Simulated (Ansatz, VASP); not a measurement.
**Al7GaO12: VASP beside Ansatz**

INCAR

```
  ALGO = Normal
  EDIFF = 1E-6
  ENCUT = 520
  GGA = PS
  ISIF = 2
  ISMEAR = 0
  LASPH = T
  LCHARG = F
  LREAL = Auto
  LWAVE = F
  NBANDS = 69
  NELM = 60
  PREC = Accurate
  SIGMA = 0.02
```

File KPOINTS:

```
k-points
0
Gamma
  6 6 4
```

POSCAR

```
Al7GaO12
1.0
    4.8019967328     -0.0003573258      0.0001226961
   -0.0003180389      2.7726244795     -4.3562815804
   -0.0003008648      5.5472349245      4.3575413904
Ga Al O
1 7 12
Direct
    0.0003391402      0.2855233267      0.3570353223
    0.4996745295      0.7945475242      0.8528770736
   -0.0009207228      0.6992305249      0.1472794824
    0.5008968543      0.2034598378      0.6514105691
   -0.0001693027      0.7067391466      0.6489867873
    0.5001939189      0.2036691767      0.1457170932
    0.0007301265      0.2966242749      0.8524163562
    0.4993166974      0.7949423371      0.3519758104
    0.8056279689      0.0019818450      0.7495392629
    0.3108361910      0.5011694592      0.2457031422
    0.8479005295      0.6625360347      0.4039901199
    0.3470106852      0.1521099167      0.9026324981
    0.3459924289      0.8478685550      0.5974301460
    0.8426254718      0.3501512051      0.0927175321
    0.1995897670     -0.0087302385      0.2437580408
    0.6949898929      0.5011738061      0.7488972300
    0.1575948512      0.3514358950      0.6048478637
    0.6561701403      0.8493460754      0.0961647171
    0.6387484657      0.1526023287      0.4037511338
    0.1528523666      0.6536189684      0.9028698190
```

Input for Ansatz:

```yaml
crystal:
  lattice:
    - [4.8019967328, -0.0003573258, 0.0001226961]
    - [-0.0003180389, 2.7726244795, -4.3562815804]
    - [-0.0003008648, 5.5472349245, 4.3575413904]
  atoms:
    - { symbol: Ga, position: [0.0003391402, 0.2855233267, 0.3570353223] }
    - { symbol: Al, position: [0.4996745295, 0.7945475242, 0.8528770736] }
    - { symbol: Al, position: [-0.0009207228, 0.6992305249, 0.1472794824] }
    - { symbol: Al, position: [0.5008968543, 0.2034598378, 0.6514105691] }
    - { symbol: Al, position: [-0.0001693027, 0.7067391466, 0.6489867873] }
    - { symbol: Al, position: [0.5001939189, 0.2036691767, 0.1457170932] }
    - { symbol: Al, position: [0.0007301265, 0.2966242749, 0.8524163562] }
    - { symbol: Al, position: [0.4993166974, 0.7949423371, 0.3519758104] }
    - { symbol: O, position: [0.8056279689, 0.001981845, 0.7495392629] }
    - { symbol: O, position: [0.310836191, 0.5011694592, 0.2457031422] }
    - { symbol: O, position: [0.8479005295, 0.6625360347, 0.4039901199] }
    - { symbol: O, position: [0.3470106852, 0.1521099167, 0.9026324981] }
    - { symbol: O, position: [0.3459924289, 0.847868555, 0.597430146] }
    - { symbol: O, position: [0.8426254718, 0.3501512051, 0.0927175321] }
    - { symbol: O, position: [0.199589767, -0.0087302385, 0.2437580408] }
    - { symbol: O, position: [0.6949898929, 0.5011738061, 0.74889723] }
    - { symbol: O, position: [0.1575948512, 0.351435895, 0.6048478637] }
    - { symbol: O, position: [0.6561701403, 0.8493460754, 0.0961647171] }
    - { symbol: O, position: [0.6387484657, 0.1526023287, 0.4037511338] }
    - { symbol: O, position: [0.1528523666, 0.6536189684, 0.902869819] }
basis:
  ecutwfc: 420
kpoints:
  mp_grid: { grid: [6, 6, 4] }
  band_path: { path: [[0.0, 0.0, 0.0], [0.135417, 0.125, 0.244792]], npoints: 1 }
hamiltonian:
  xc: pbesol
scf:
  occupations: { method: gaussian, width: 0.02 }
  n_extra_bands: 13
output:
  forces: true
  stress: true
  eigenvalues: true
  write_density: true
  write_potential: true
  elf: true
  volumetric_format: npy
```

Alike in both runs: task single point; functional PBEsol; k mesh 6 × 6 × 4; occupations gaussian, width 0.02 eV; no spin polarisation.

```csv
,VASP,Ansatz
version,VASP 6.6.1,Ansatz 0.2.0
potentials or method,"VASP PAW PBE potentials, release 64 (Ga_d, Al, O), cutoff 520 eV","scalar-relativistic, plane waves, PAW"
valence electrons in the cell,106,106
```

Ansatz gave:

* gap on the k mesh at the Fermi level (eV): 5.32
* least direct gap on the mesh (eV): 5.37
* pressure (GPa): 0.0
* rms of the force components (eV/Å): 0.000

Q: Estimate VASP's values.

A: gap on the k mesh at the Fermi level (eV): 5.32; least direct gap on the mesh (eV): 5.37; pressure (GPa): 0.1; rms of the force components (eV/Å): 0.009.

VASP's potentials were made for PBE, not for PBEsol. Atom by atom the forces differ by 0.009 eV/Å (rms over components).
